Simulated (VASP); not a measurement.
# BaTiO3 (Amm2) in VASP: single point with r2SCAN+U

Aim: the single point of BaTiO3 with r2SCAN+U.

All numbers are computed with VASP 6.6.1; they aren't measurements. Logs are shortened: lines on timing, memory, paths and dates and some standing lists are left out, and cuts for length are marked.

### Step 1. The cell of the first run

The structure is orthorhombic, space group Amm2 (No. 38). Conventional cell: a = 3.986 Å, b = 5.674 Å, c = 5.690 Å, α = 90.00°, β = 90.00°, γ = 90.00°. Ba (site symmetry mm2) has 12 O at 2.77 to 2.92 Å and 8 Ti at 3.42 to 3.53 Å within 3.7 Å. Within 2.6 Å of Ti (site symmetry mm2) lie 6 O at 1.93 to 2.09 Å. Within 2.6 Å of O (site symmetry mm2) lie 2 Ti at 2.00 Å. Within 2.6 Å of O (site symmetry m) lie 2 Ti at 1.93 to 2.09 Å.

### Step 2. Single point, r2SCAN+U

Contents of POSCAR:

```
BaTiO3
1.0
    3.9855000000      0.0000000000      0.0000000000
    0.0000000000      2.8369000000      2.8451500000
    0.0000000000     -2.8369000000      2.8451500000
Ba Ti O
1 1 3
Direct
    0.0000000000      0.0000000000      0.0000000000
    0.5000000000      0.5124000000      0.5124000000
    0.0000000000      0.4874000000      0.4874000000
    0.5000000000      0.5052400000      0.9918400000
    0.5000000000      0.9918400000      0.5052400000
```

Contents of INCAR.step1:

```
SYSTEM = BaTiO3
PREC = Accurate
ENCUT = 520
ISMEAR = 1
SIGMA = 0.01
LREAL = .FALSE.
LASPH = .TRUE.
NELM = 150
LMAXMIX = 4
LDAU = .TRUE.
LDAUTYPE = 2
LDAUL = -1 2 -1
LDAUU = 0 6 0
LDAUJ = 0 0 0
NBANDS = 28
GGA = PE
ALGO = Normal
EDIFF = 1E-4
LWAVE = .TRUE.
LCHARG = .FALSE.
```

Contents of INCAR.step2:

```
SYSTEM = BaTiO3
PREC = Accurate
ENCUT = 520
EDIFF = 1E-6
ISMEAR = 1
SIGMA = 0.01
LREAL = .FALSE.
LASPH = .TRUE.
NELM = 150
ALGO = Normal
ISIF = 2
LWAVE = .FALSE.
LCHARG = .FALSE.
LMAXMIX = 4
LDAU = .TRUE.
LDAUTYPE = 2
LDAUL = -1 2 -1
LDAUU = 0 6 0
LDAUJ = 0 0 0
LDAUPRINT = 1
METAGGA = R2SCAN
LMIXTAU = .TRUE.
NBANDS = 28
ISTART = 1
```

Contents of KPOINTS:

```
regular mesh
0
G
  6 6 6
  0 0 0
```

Potentials or basis: VASP PAW PBE potentials, release 64 (Ba_sv, Ti_sv, O).

Command:

```console
cat potpaw_PBE.64/Ba_sv/POTCAR potpaw_PBE.64/Ti_sv/POTCAR potpaw_PBE.64/O/POTCAR > POTCAR
cp INCAR.step1 INCAR
mpirun -np 1 vasp_std > vasp.out
cp INCAR.step2 INCAR
mpirun -np 1 vasp_std > vasp.out
```

OUTCAR:

```text
SYSTEM = BaTiO3
   PREC = Accurate
   ENCUT = 520
   EDIFF = 1E-6
   ISMEAR = 1
   LREAL = .FALSE.
   LASPH = .TRUE.
   NELM = 150
   ISIF = 2
   METAGGA = R2SCAN
   ISTART = 1

 ion  position               nearest neighbor table
   1  0.000  0.000  0.000-   3 2.77   4 2.81   5 2.81   4 2.81   5 2.81   3 2.84   3 2.84   4 2.84
                             5 2.84   5 2.84   4 2.84   3 2.92   2 3.42   2 3.42   2 3.47   2 3.47
   2  0.500  0.512  0.512-   4 1.93   5 1.93   3 2.00   3 2.00   5 2.09   4 2.09   1 3.42   1 3.42
                             1 3.47   1 3.47   1 3.47   1 3.47   1 3.53   1 3.53
   3  0.000  0.487  0.487-   2 2.00   2 2.00   1 2.77   1 2.84   1 2.84   1 2.92
   4  0.500  0.505  0.992-   2 1.93   2 2.09   1 2.81   1 2.81   1 2.84   1 2.84
   5  0.500  0.992  0.505-   2 1.93   2 2.09   1 2.81   1 2.81   1 2.84   1 2.84

  LATTYP: Found a base centered orthorhombic cell.
 ALAT       =     5.6738000000
 B/A-ratio  =     1.0029081039
 C/A-ratio  =     0.7024392823

  Lattice vectors:

 A1 = (   0.0000000000,   2.8369000000,  -2.8451500000)
 A2 = (   0.0000000000,   2.8369000000,   2.8451500000)
 A3 = (   3.9855000000,   0.0000000000,   0.0000000000)

Analysis of symmetry for initial positions (statically):
=====================================================================
 Subroutine PRICEL returns:
 Original cell was already a primitive cell.

 Routine SETGRP: Setting up the symmetry group for a
 base centered orthorhombic supercell.

 Subroutine GETGRP returns: Found  4 space group operations
 (whereof  4 operations were pure point group operations)
 out of a pool of  8 trial point group operations.

The static configuration has the point symmetry C_2v.

Analysis of symmetry for dynamics (positions and initial velocities):
=====================================================================
 Subroutine PRICEL returns:
 Original cell was already a primitive cell.

 Routine SETGRP: Setting up the symmetry group for a
 base centered orthorhombic supercell.

 Subroutine GETGRP returns: Found  4 space group operations
 (whereof  4 operations were pure point group operations)
 out of a pool of  8 trial point group operations.

The dynamic configuration has the point symmetry C_2v.

 Subroutine INISYM returns: Found  4 space group operations
 (whereof  4 operations are pure point group operations),
 and found     1 'primitive' translations

----------------------------------------------------------------------------------------

                                     Primitive cell

  volume of cell :      64.3372

  direct lattice vectors                    reciprocal lattice vectors
     3.985500000  0.000000000  0.000000000     0.250909547  0.000000000  0.000000000
     0.000000000  2.836900000  2.845150000     0.000000000  0.176248722  0.175737659
     0.000000000 -2.836900000  2.845150000     0.000000000 -0.176248722  0.175737659

  length of vectors
     3.985500000  4.017820321  4.017820321     0.250909547  0.248892219  0.248892219

  position of ions in fractional coordinates (direct lattice)
     0.000000000  0.000000000  0.000000000
     0.500000000  0.512400000  0.512400000
     0.000000000  0.487400000  0.487400000
     0.500000000  0.505240000  0.991840000
     0.500000000  0.991840000  0.505240000

  ion indices of the primitive-cell ions
   primitive index   ion index
                 1           1
                 2           2
                 3           3
                 4           4
                 5           5

----------------------------------------------------------------------------------------

 KPOINTS: regular mesh

Automatic generation of k-mesh.
 Grid dimensions read from file:
 generate k-points for:    6    6    6
[... 56 lines left out ...]
   ISTART =      1    job   : 0-new  1-cont  2-samecut
   ICHARG =      0    charge: 1-file 2-atom 10-const
   ISPIN  =      1    spin polarized calculation?
   LNONCOLLINEAR =      F non collinear calculations
   LSORBIT =      F    spin-orbit coupling
   LASPH  =      T    aspherical Exc in radial PAW
   ENCUT  =  520.0 eV  38.22 Ry    6.18 a.u.   7.41  7.47  7.47*2*pi/ulx,y,z
   NELM   =    150;   NELMIN=  2; NELMDL=  0     # of ELM steps
   EDIFF  = 0.1E-05   stopping-criterion for ELM
   LREAL  =      F    real-space projection
   EDIFFG = 0.1E-04   stopping-criterion for IOM
   NSW    =      0    number of steps for IOM
   IBRION =     -1    ionic relax: 0-MD 1-quasi-New 2-CG
   NFREE  =      0    steps in history (QN), initial steepest desc. (CG)
   ISIF   =      2    stress and relaxation
   ISYM   =      2    0-nonsym 1-usesym 2-fastsym
   POTIM  = 0.5000    time-step for ionic-motion
   TEBEG  =    0.0;   TEEND  =   0.0 temperature during run
   PSTRESS=    0.0 pullay stress
   NELECT =      40.0000    total number of electrons
   NUPDOWN=      -1.0000    fix difference up-down
   EMIN   =  10.00;   EMAX   =-10.00  energy-range for DOS
   EFERMI =   0.00;   METHOD = LEGACY
   ISMEAR =     1;   SIGMA  =   0.01  broadening in eV -4-tet -1-fermi 0-gaus
   EFERMI_NEDOS =   21; number of points for ismear=-14 and -15
   IALGO  =     38    algorithm
   IMIX   =      4    mixing-type and parameters
     AMIX     =   0.40;   BMIX     =  1.00
     AMIX_MAG =   1.60;   BMIX_MAG =  1.00
  volume/ion in A,a.u.               =      12.87        86.83
  Fermi-wavevector in a.u.,A,eV,Ry     =   1.397250  2.640420 26.562762  1.952308
  Thomas-Fermi vector in A             =   2.520525
   LORBIT       =      0    0 simple, 1 ext, 2 COOP (PROOUT), +10 PAW based schemes
 LDA+U is selected, type is set to LDAUTYPE =  2
   angular momentum for each species LDAUL =    -1    2   -1
   U (eV)           for each species LDAUU =   0.0  6.0  0.0
   J (eV)           for each species LDAUJ =   0.0  0.0  0.0
   METAGGA = R2SCAN    functional components
   LHFCALC =     F    Hartree Fock is set to
   AEXX    =    0.0000 exact exchange contribution
   IVDW    =     0    specifies the selected vdW correction
   LEPSILON=     F    determine dielectric tensor
   LRPA    =     F    only Hartree local field effects (RPA)
 non-spin polarized calculation
 Methfessel and Paxton  Order N= 1 SIGMA  =   0.01
  energy-cutoff  :      520.00
  volume of cell :       64.34
 maximum number of plane-waves:      1754
 NGX is ok and might be reduce to    30
   NGX = 15   NGY = 15   NGZ = 15

atom =   2  type =  2  l = 2

 onsite density matrix

spin component  1

  0.0880  0.0000  0.0000  0.0000  0.0000
  0.0000  0.2320  0.0000  0.0000  0.0000
  0.0000  0.0000  0.1221  0.0000 -0.0601
  0.0000  0.0000  0.0000  0.0892  0.0000
  0.0000  0.0000 -0.0601  0.0000  0.1958

spin component  2

  0.0880  0.0000  0.0000  0.0000  0.0000
  0.0000  0.2320  0.0000  0.0000  0.0000
  0.0000  0.0000  0.1221  0.0000 -0.0601
  0.0000  0.0000  0.0000  0.0892  0.0000
  0.0000  0.0000 -0.0601  0.0000  0.1958

 occupancies and eigenvectors

  o =  0.0880  v =  1.0000  0.0000  0.0000  0.0000  0.0000  0.0000  0.0000  0.0000  0.0000  0.0000      0.0000  0.0000  0.0000  0.0000  0.0000  0.0000  0.0000  0.0000  0.0000  0.0000
  o =  0.0880  v =  0.0000  0.0000  0.0000  0.0000  0.0000  1.0000  0.0000  0.0000  0.0000  0.0000      0.0000  0.0000  0.0000  0.0000  0.0000  0.0000  0.0000  0.0000  0.0000  0.0000
  o =  0.0885  v =  0.0000  0.0000 -0.8725  0.0000 -0.4886  0.0000  0.0000  0.0000  0.0000  0.0000      0.0000  0.0000  0.0000  0.0000  0.0000  0.0000  0.0000  0.0000  0.0000  0.0000
  o =  0.0885  v =  0.0000  0.0000  0.0000  0.0000  0.0000  0.0000  0.0000 -0.8725  0.0000 -0.4886      0.0000  0.0000  0.0000  0.0000  0.0000  0.0000  0.0000  0.0000  0.0000  0.0000
  o =  0.0892  v =  0.0000  0.0000  0.0000  1.0000  0.0000  0.0000  0.0000  0.0000  0.0000  0.0000      0.0000  0.0000  0.0000  0.0000  0.0000  0.0000  0.0000  0.0000  0.0000  0.0000
  o =  0.0892  v =  0.0000  0.0000  0.0000  0.0000  0.0000  0.0000  0.0000  0.0000  1.0000  0.0000      0.0000  0.0000  0.0000  0.0000  0.0000  0.0000  0.0000  0.0000  0.0000  0.0000
  o =  0.2294  v =  0.0000  0.0000  0.0000  0.0000  0.0000  0.0000  0.0000 -0.4886  0.0000  0.8725      0.0000  0.0000  0.0000  0.0000  0.0000  0.0000  0.0000  0.0000  0.0000  0.0000
  o =  0.2294  v =  0.0000  0.0000 -0.4886  0.0000  0.8725  0.0000  0.0000  0.0000  0.0000  0.0000      0.0000  0.0000  0.0000  0.0000  0.0000  0.0000  0.0000  0.0000  0.0000  0.0000
  o =  0.2320  v =  0.0000  0.0000  0.0000  0.0000  0.0000  0.0000  1.0000  0.0000  0.0000  0.0000      0.0000  0.0000  0.0000  0.0000  0.0000  0.0000  0.0000  0.0000  0.0000  0.0000
  o =  0.2320  v =  0.0000  1.0000  0.0000  0.0000  0.0000  0.0000  0.0000  0.0000  0.0000  0.0000      0.0000  0.0000  0.0000  0.0000  0.0000  0.0000  0.0000  0.0000  0.0000  0.0000

 number of electron      39.9999994 magnetization

 Free energy of the ion-electron system (eV)
  ---------------------------------------------------
  ext. energy  EPLUGINS =         0.00000000
  ---------------------------------------------------
  free energy    TOTEN  =       -70.40564255 eV

  energy without entropy =      -70.40564255  energy(sigma->0) =      -70.40564255

 E-fermi :   3.8408     XC(G=0): -11.9038

 val. band max:        3.7054187013   @ k =   0.5000   0.5000   0.5000
 cond. band min:       6.7589051742   @ k =   0.0000   0.0000   0.0000
 fundamental gap:      3.0534864729
 Fermi energy:         3.8407538387

 k-point     1 :       0.0000    0.0000    0.0000
  band No.  band energies     occupation
      1     -56.7019      2.00000
      2     -31.7960      2.00000
      3     -31.7958      2.00000
      4     -31.7809      2.00000
      5     -21.7928      2.00000
      6     -14.2293      2.00000
[... 733 lines left out ...]
     27      12.5081      0.00000
     28      12.9321      0.00000

 [... further k-points ...]

------------------------ aborting loop because EDIFF is reached ----------------------------------------

  FORCE on cell =-STRESS in cart. coord.  units (eV):
  Direction    XX          YY          ZZ          XY          YZ          ZX
  --------------------------------------------------------------------------------------
  -------------------------------------------------------------------------------------
  Total        2.4877218      2.5793133      2.2755355      0.0000000      0.0000000      0.0000000
  in kB       61.9512952     64.2321828     56.6672574      0.0000000      0.0000000      0.0000000
  external PRESSURE =      60.9502451 kB  Pullay stress =       0.0000000 kB

 VOLUME and BASIS-vectors are now :
 -----------------------------------------------------------------------------
  energy-cutoff  :      520.00
  volume of cell :       64.34
      direct lattice vectors                 reciprocal lattice vectors
     3.985500000  0.000000000  0.000000000     0.250909547  0.000000000  0.000000000
     0.000000000  2.836900000  2.845150000     0.000000000  0.176248722  0.175737659
     0.000000000 -2.836900000  2.845150000     0.000000000 -0.176248722  0.175737659

 POSITION                                       TOTAL-FORCE (eV/Angst)
 -----------------------------------------------------------------------------------
      0.00000      0.00000      0.00000         0.000000      0.000000      0.183899
      1.99275      0.00000      2.91571         0.000000      0.000000     -0.832357
      0.00000      0.00000      2.77345         0.000000      0.000000      0.290105
      1.99275     -1.38044      4.25942         0.000000     -0.433805      0.179176
      1.99275      1.38044      4.25942         0.000000      0.433805      0.179176
 -----------------------------------------------------------------------------------
    total drift:                                0.000000      0.000001      0.005563

  FREE ENERGIE OF THE ION-ELECTRON SYSTEM (eV)
  ---------------------------------------------------
  free  energy   TOTEN  =       -70.4056425470 eV

  energy  without entropy=      -70.4056425470  energy(sigma->0) =      -70.40564255
```

Wall time 5.4 min (1 thread of Intel Xeon Platinum 8375C at 2.90GHz (Ice Lake), shared host); peak memory 0.24 GiB.

What came out:

```yaml
Free_energy: -70.4056 eV
Pressure: 6.1 GPa
Largest_force: 0.832 eV/Å
Band_gap_on_the_k_mesh: 3.05 eV (least direct gap 3.32 eV)
```

Forces in eV/Å, atoms in the order of the input:
```
Ba   0.000  0.000  0.184
Ti   0.000  0.000 -0.832
O    0.000  0.000  0.290
O    0.000 -0.434  0.179
O    0.000  0.434  0.179
```

Stress tensor (GPa, compression positive):
```
6.20 0.00 0.00
0.00 6.42 0.00
0.00 0.00 5.67
```

Levels at points of the mesh, in eV from the valence-band top:
```tsv
k point	band 17	band 18	band 19	band 20	band 21	band 22	band 23	band 24
(0.00, 0.00, 0.00)	-1.14	-0.35	-0.31	-0.27	3.05	3.09	3.20	4.40
(0.50, 0.00, 0.00)	-1.70	-1.65	-0.94	-0.90	3.28	4.38	4.65	4.74
(0.00, 0.50, 0.00)	-1.71	-1.61	-0.91	-0.87	3.32	4.44	4.68	4.71
(0.50, 0.50, 0.00)	-2.00	-0.93	-0.92	-0.09	4.71	4.72	5.13	5.15
(0.00, 0.50, 0.50)	-1.93	-0.96	-0.92	-0.14	4.70	4.75	5.15	5.27
(0.50, 0.50, 0.50)	-2.27	-0.05	-0.01	0.00	5.33	5.38	5.40	7.17
```

Eigenvalues of the final occupation matrices:
```
    site  spin  trace               eigenvalues
site 2 d     1   0.73  0.09 0.09 0.09 0.23 0.23
site 2 d     2   0.73  0.09 0.09 0.09 0.23 0.23
```

Caveat: the cell stands under pressure; the PAW data sets were made with another functional, which shifts forces and pressure a little; spin-orbit coupling is left out, which moves the levels of the heavy elements. A k mesh can miss the band edges.
